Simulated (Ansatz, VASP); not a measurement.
**SnSe2: VASP beside Ansatz**

```xyz
3
Lattice="3.8719 0.0000 0.0000 -1.9360 3.3532 0.0000 0.0000 0.0000 6.9713" Properties=species:S:1:pos:R:3 pbc="T T T"
Sn    0.0000    0.0000    0.0000
Se    1.9360    1.1177    5.3770
Se    0.0000    2.2355    1.5944
```

Alike in both runs: functional PBE; k mesh 9 × 9 × 4; occupations gaussian, width 0.02 eV; no spin polarisation.

Ansatz relaxed the structure, and its values are those at the end. VASP's run is a single point on that final structure, the one shown.

```csv
,VASP,Ansatz
version,VASP 6.6.1,Ansatz 0.2.0
potentials or method,"VASP PAW PBE potentials, release 64 (Sn_d, Se), cutoff 520 eV","scalar-relativistic, plane waves, PAW"
valence electrons in the cell,26,46
```

VASP gave:

| Item | Value |
| --- | --- |
| gap on the k mesh at the Fermi level (eV) | 0.75 |
| least direct gap on the mesh (eV) | 1.11 |
| pressure (GPa) | 0.1 |
| rms of the force components (eV/Å) | 0.006 |

Estimate Ansatz's values.

gap on the k mesh at the Fermi level (eV): 0.76; least direct gap on the mesh (eV): 1.12; pressure (GPa): 0.0; rms of the force components (eV/Å): 0.001.

VASP's potentials hold 26 valence electrons a cell and Ansatz's 46, so a difference there can come from the potentials and not from the codes.
